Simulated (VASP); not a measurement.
# CdS (P6_3mc) in VASP: relaxation of the atoms with PBEsol

Aim: the relaxation of the atoms of CdS with PBEsol.

All numbers are computed with VASP 6.6.1; they aren't measurements. Logs are shortened: lines on timing, memory, paths and dates and some standing lists are left out, and cuts for length are marked.

## 1. The cell of the first run

It takes space group P6_3mc (No. 186, hexagonal). Conventional cell: a = 4.166 Å, b = 4.166 Å, c = 6.655 Å, α = 90.00°, β = 90.00°, γ = 120.00°. Within 3.3 Å of Cd (site symmetry 3m) lie 4 S at 2.53 Å. Within 3.3 Å of S (site symmetry 3m) lie 4 Cd at 2.53 Å.

## 2. Relaxation of the atoms, PBEsol (strained cell)

INCAR

```
PREC = Accurate
ENCUT = 520
EDIFF = 1E-6
ISMEAR = 0
SIGMA = 0.02
LREAL = F
LASPH = T
NELM = 80
ALGO = Normal
ISIF = 2
LWAVE = F
LCHARG = F
GGA = PS
IBRION = 2
NSW = 60
EDIFFG = -0.002
```

KPOINTS

```
regular mesh
0
Gamma
  6 6 4
```

POSCAR

```
CdS
1.0
    4.1662911592      0.0000000000      0.0000000000
   -2.0831455796      3.6081139834      0.0000000000
    0.0000000000      0.0000000000      6.6545416084
Cd S
2 2
Direct
    0.3333333333      0.6666666667     -0.0016379284
    0.6666666667      0.3333333333      0.4983620716
    0.3333333333      0.6666666667      0.3786379284
    0.6666666667      0.3333333333      0.8786379284
```

Potentials or basis: VASP PAW PBE potentials, release 64 (Cd, S).

Run with:

```console
cat potpaw_PBE.64/Cd/POTCAR potpaw_PBE.64/S/POTCAR > POTCAR
mpirun -np 1 vasp_std > vasp.out
```

OUTCAR:

```text
PREC = Accurate
   ENCUT = 520
   EDIFF = 1E-6
   ISMEAR = 0
   LREAL = F
   LASPH = T
   NELM = 80
   ISIF = 2
   GGA = PS
   IBRION = 2
   NSW = 60
   EDIFFG = -0.002

 ion  position               nearest neighbor table
   1  0.333  0.667  0.998-   3 2.53   4 2.53   4 2.53   4 2.53
   2  0.667  0.333  0.498-   4 2.53   3 2.53   3 2.53   3 2.53
   3  0.333  0.667  0.379-   1 2.53   2 2.53   2 2.53   2 2.53
   4  0.667  0.333  0.879-   2 2.53   1 2.53   1 2.53   1 2.53

  LATTYP: Found a hexagonal cell.
 ALAT       =     4.1662911592
 C/A-ratio  =     1.5972339316

  Lattice vectors:

 A1 = (   4.1662911592,   0.0000000000,   0.0000000000)
 A2 = (  -2.0831455796,   3.6081139834,   0.0000000000)
 A3 = (   0.0000000000,   0.0000000000,   6.6545416084)

Analysis of symmetry for initial positions (statically):
=====================================================================
 Subroutine PRICEL returns:
 Original cell was already a primitive cell.

 Routine SETGRP: Setting up the symmetry group for a
 hexagonal supercell.

 Subroutine GETGRP returns: Found 12 space group operations
 (whereof  6 operations were pure point group operations)
 out of a pool of 24 trial point group operations.

The static configuration has the point symmetry C_3v.
 The point group associated with its full space group is C_6v.

Analysis of symmetry for dynamics (positions and initial velocities):
=====================================================================
 Subroutine PRICEL returns:
 Original cell was already a primitive cell.

 Routine SETGRP: Setting up the symmetry group for a
 hexagonal supercell.

 Subroutine GETGRP returns: Found 12 space group operations
 (whereof  6 operations were pure point group operations)
 out of a pool of 24 trial point group operations.

The dynamic configuration has the point symmetry C_3v.
 The point group associated with its full space group is C_6v.

 Subroutine INISYM returns: Found 12 space group operations
 (whereof  6 operations are pure point group operations),
 and found     1 'primitive' translations

----------------------------------------------------------------------------------------

                                     Primitive cell

  volume of cell :     100.0341

  direct lattice vectors                    reciprocal lattice vectors
     4.166291159  0.000000000  0.000000000     0.240021631  0.138576553  0.000000000
    -2.083145580  3.608113983  0.000000000     0.000000000  0.277153107  0.000000000
     0.000000000  0.000000000  6.654541608     0.000000000  0.000000000  0.150273311

  length of vectors
     4.166291159  4.166291159  6.654541608     0.277153107  0.277153107  0.150273311

  position of ions in fractional coordinates (direct lattice)
     0.333333333  0.666666667  0.998362072
     0.666666667  0.333333333  0.498362072
     0.333333333  0.666666667  0.378637928
     0.666666667  0.333333333  0.878637928

  ion indices of the primitive-cell ions
   primitive index   ion index
                 1           1
                 2           2
                 3           3
                 4           4

----------------------------------------------------------------------------------------

 KPOINTS: regular mesh

Automatic generation of k-mesh.
 Grid dimensions read from file:
 generate k-points for:    6    6    4

 Generating k-lattice:

  Cartesian coordinates                     Fractional coordinates (reciprocal lattice)
     0.040003605  0.023096092  0.000000000     0.166666667  0.000000000  0.000000000
     0.000000000  0.046192184  0.000000000     0.000000000  0.166666667  0.000000000
     0.000000000  0.000000000  0.037568328     0.000000000  0.000000000  0.250000000

  Length of vectors
     0.046192184  0.046192184  0.037568328

  Shift w.r.t. Gamma in fractional coordinates (k-lattice)
     0.000000000  0.000000000  0.000000000

 Subroutine IBZKPT returns following result:
 ===========================================

 Found     21 irreducible k-points:

 Following reciprocal coordinates:
            Coordinates               Weight
  0.000000  0.000000  0.000000      1.000000
  0.166667 -0.000000  0.000000      6.000000
  0.333333 -0.000000  0.000000      6.000000
  0.500000  0.000000  0.000000      3.000000
  0.166667  0.166667  0.000000      6.000000
  0.333333  0.166667  0.000000     12.000000
[... 13 lines left out ...]
  0.333333  0.166667  0.500000     12.000000
  0.333333  0.333333  0.500000      2.000000
   k-points           NKPTS =     21   k-points in BZ     NKDIM =     21   number of bands    NBANDS=     22
   number of dos      NEDOS =    301   number of ions     NIONS =      4
   total plane-waves  NPLWV =  51200
   dimension x,y,z NGX =    32 NGY =   32 NGZ =   50
   dimension x,y,z NGXF=    64 NGYF=   64 NGZF=  100
   ions per type =               2   2
   NGX,Y,Z   is equivalent  to a cutoff of  12.77, 12.77, 12.49 a.u.
   NGXF,Y,Z  is equivalent  to a cutoff of  25.54, 25.54, 24.98 a.u.
 SYSTEM =  unknown system
   PREC   = accura    normal or accurate (medium, high low for compatibility)
   ISTART =      0    job   : 0-new  1-cont  2-samecut
   ICHARG =      2    charge: 1-file 2-atom 10-const
   ISPIN  =      1    spin polarized calculation?
   LNONCOLLINEAR =      F non collinear calculations
   LSORBIT =      F    spin-orbit coupling
   LASPH  =      T    aspherical Exc in radial PAW
   ENCUT  =  520.0 eV  38.22 Ry    6.18 a.u.   7.75  7.75 12.37*2*pi/ulx,y,z
   NELM   =     80;   NELMIN=  2; NELMDL= -5     # of ELM steps
   EDIFF  = 0.1E-05   stopping-criterion for ELM
   LREAL  =      F    real-space projection
   EDIFFG = -.2E-02   stopping-criterion for IOM
   NSW    =     60    number of steps for IOM
   IBRION =      2    ionic relax: 0-MD 1-quasi-New 2-CG
   NFREE  =      1    steps in history (QN), initial steepest desc. (CG)
   ISIF   =      2    stress and relaxation
   ISYM   =      2    0-nonsym 1-usesym 2-fastsym
   POTIM  = 0.5000    time-step for ionic-motion
   TEBEG  =    0.0;   TEEND  =   0.0 temperature during run
   PSTRESS=    0.0 pullay stress
   NELECT =      36.0000    total number of electrons
   NUPDOWN=      -1.0000    fix difference up-down
   EMIN   =  10.00;   EMAX   =-10.00  energy-range for DOS
   EFERMI =   0.00;   METHOD = LEGACY
   ISMEAR =     0;   SIGMA  =   0.02  broadening in eV -4-tet -1-fermi 0-gaus
   EFERMI_NEDOS =   21; number of points for ismear=-14 and -15
   IALGO  =     38    algorithm
   IMIX   =      4    mixing-type and parameters
     AMIX     =   0.40;   BMIX     =  1.00
     AMIX_MAG =   1.60;   BMIX_MAG =  1.00
  volume/ion in A,a.u.               =      25.01       168.77
  Fermi-wavevector in a.u.,A,eV,Ry     =   1.164465  2.200519 18.449201  1.355978
  Thomas-Fermi vector in A             =   2.301002
   LORBIT       =      0    0 simple, 1 ext, 2 COOP (PROOUT), +10 PAW based schemes
   GGA     = PS    functional components
   LHFCALC =     F    Hartree Fock is set to
   AEXX    =    0.0000 exact exchange contribution
   IVDW    =     0    specifies the selected vdW correction
   LEPSILON=     F    determine dielectric tensor
   LRPA    =     F    only Hartree local field effects (RPA)
 conjugate gradient relaxation of ions
 non-spin polarized calculation
 Gauss-broadening in eV      SIGMA  =   0.02
  energy-cutoff  :      520.00
  volume of cell :      100.03
 maximum number of plane-waves:      2724
 NGX is ok and might be reduce to    32
   NGX = 15   NGY = 15   NGZ = 25

--------------------------------------- Ionic step        1  -------------------------------------------

 number of electron      36.0000005 magnetization

 Free energy of the ion-electron system (eV)
  ---------------------------------------------------
  ext. energy  EPLUGINS =         0.00000000
  ---------------------------------------------------
  free energy    TOTEN  =       -13.62705256 eV

  energy without entropy =      -13.62705256  energy(sigma->0) =      -13.62705256

------------------------ aborting loop because EDIFF is reached ----------------------------------------

  FORCE on cell =-STRESS in cart. coord.  units (eV):
  Direction    XX          YY          ZZ          XY          YZ          ZX
  --------------------------------------------------------------------------------------
  -------------------------------------------------------------------------------------
  Total       -0.3575622     -0.3575622      0.2710802     -0.0000000      0.0000000      0.0000000
  in kB       -5.7268287     -5.7268287      4.3417058     -0.0000000      0.0000000      0.0000000
  external PRESSURE =      -2.3706505 kB  Pullay stress =       0.0000000 kB

 VOLUME and BASIS-vectors are now :
 -----------------------------------------------------------------------------
  energy-cutoff  :      520.00
  volume of cell :      100.03
      direct lattice vectors                 reciprocal lattice vectors
     4.166291159  0.000000000  0.000000000     0.240021631  0.138576553  0.000000000
    -2.083145580  3.608113983  0.000000000     0.000000000  0.277153107  0.000000000
     0.000000000  0.000000000  6.654541608     0.000000000  0.000000000  0.150273311
[... 39 lines left out ...]
 POSITION                                       TOTAL-FORCE (eV/Angst)
 -----------------------------------------------------------------------------------
     -0.00000      2.40541      6.64279        -0.000000     -0.000000     -0.009924
      2.08315      1.20270      3.31552         0.000000      0.000000     -0.009924
     -0.00000      2.40541      2.52051         0.000000     -0.000000      0.009924
      2.08315      1.20270      5.84779        -0.000000      0.000000      0.009924
 -----------------------------------------------------------------------------------
    total drift:                               -0.000000     -0.000000     -0.001567

  FREE ENERGIE OF THE ION-ELECTRON SYSTEM (eV)
  ---------------------------------------------------
  free  energy   TOTEN  =       -13.6271679082 eV

  energy  without entropy=      -13.6271679082  energy(sigma->0) =      -13.62716791

--------------------------------------- Ionic step        3  -------------------------------------------

 number of electron      36.0000004 magnetization

 Free energy of the ion-electron system (eV)
  ---------------------------------------------------
  ext. energy  EPLUGINS =         0.00000000
  ---------------------------------------------------
  free energy    TOTEN  =       -13.62718801 eV

  energy without entropy =      -13.62718801  energy(sigma->0) =      -13.62718801

 E-fermi :   1.2435     XC(G=0):  -9.3305

 val. band max:        1.1296328675   @ k =   0.0000   0.0000   0.0000
 cond. band min:       2.2193322856   @ k =   0.0000   0.0000   0.0000
 fundamental gap:      1.0896994181
 Fermi energy:         1.2434943338

 k-point     1 :       0.0000    0.0000    0.0000
  band No.  band energies     occupation
      1     -11.1951      2.00000
      2     -10.7458      2.00000
      3      -6.5315      2.00000
      4      -6.5315      2.00000
      5      -6.5243      2.00000
      6      -6.4493      2.00000
[... 14 lines left out ...]
     21       7.4410      0.00000
     22       7.4410      0.00000
[... 520 lines left out ...]
 POSITION                                       TOTAL-FORCE (eV/Angst)
 -----------------------------------------------------------------------------------
     -0.00000      2.40541      6.64170        -0.000000      0.000000      0.000951
      2.08315      1.20270      3.31443         0.000000     -0.000000      0.000951
     -0.00000      2.40541      2.52161         0.000000     -0.000000     -0.000951
      2.08315      1.20270      5.84888        -0.000000      0.000000     -0.000951
 -----------------------------------------------------------------------------------
    total drift:                               -0.000000     -0.000000      0.001272

  FREE ENERGIE OF THE ION-ELECTRON SYSTEM (eV)
  ---------------------------------------------------
  free  energy   TOTEN  =       -13.6271880115 eV

  energy  without entropy=      -13.6271880115  energy(sigma->0) =      -13.62718801

 reached required accuracy - stopping structural energy minimisation
```

Wall time 58 s (1 thread of Oxide Virtual Turin-like, shared host); peak memory 0.2 GiB.

What came out:

```yaml
Free_energy: -13.6272 eV
Energy_gained_by_relaxing: 0.0 meV/atom
Ionic_steps: 3
Pressure_after_relaxing: -0.3 GPa
Band_gap_on_the_k_mesh: 1.09 eV
```

The path:
```tsv
step	energy change (eV)	largest force (eV/Å)	pressure (GPa)
1	0.0000	0.0177	-0.24
2	-0.0001	0.0099	-0.35
3	-0.0001	0.0010	-0.34
```

Final structure:
```cif
data_structure
_symmetry_space_group_name_H-M 'P 1'
_symmetry_Int_Tables_number 1
_cell_length_a 4.1663
_cell_length_b 4.1663
_cell_length_c 6.6545
_cell_angle_alpha 90.000
_cell_angle_beta 90.000
_cell_angle_gamma 120.000
_cell_volume 100.03
loop_
_atom_site_label
_atom_site_type_symbol
_atom_site_fract_x
_atom_site_fract_y
_atom_site_fract_z
_atom_site_occupancy
Cd1 Cd 0.33333 0.66667 0.99807 1
Cd2 Cd 0.66667 0.33333 0.49807 1
S1 S 0.33333 0.66667 0.37893 1
S2 S 0.66667 0.33333 0.87893 1
```

Levels at points of the mesh, in eV from the valence-band top:
```csv
k point,band 14,band 15,band 16,band 17,band 18,band 19,band 20,band 21,band 22
"(0.00, 0.00, 0.00)",-0.79,-0.79,-0.01,-0.01,0.00,1.09,2.55,6.31,6.31
"(0.50, 0.00, 0.00)",-3.55,-2.64,-1.93,-1.27,-0.78,3.64,3.68,5.07,6.40
"(0.00, 0.00, 0.50)",-2.43,-0.41,-0.41,-0.41,-0.41,2.71,2.71,6.11,6.11
"(0.50, 0.00, 0.50)",-4.18,-1.39,-1.39,-1.26,-1.26,3.40,3.40,5.27,5.27
```

Caveat: the cell differs from its parent crystal (strained cell); the PAW data sets were made with another functional, which shifts forces and pressure a little.
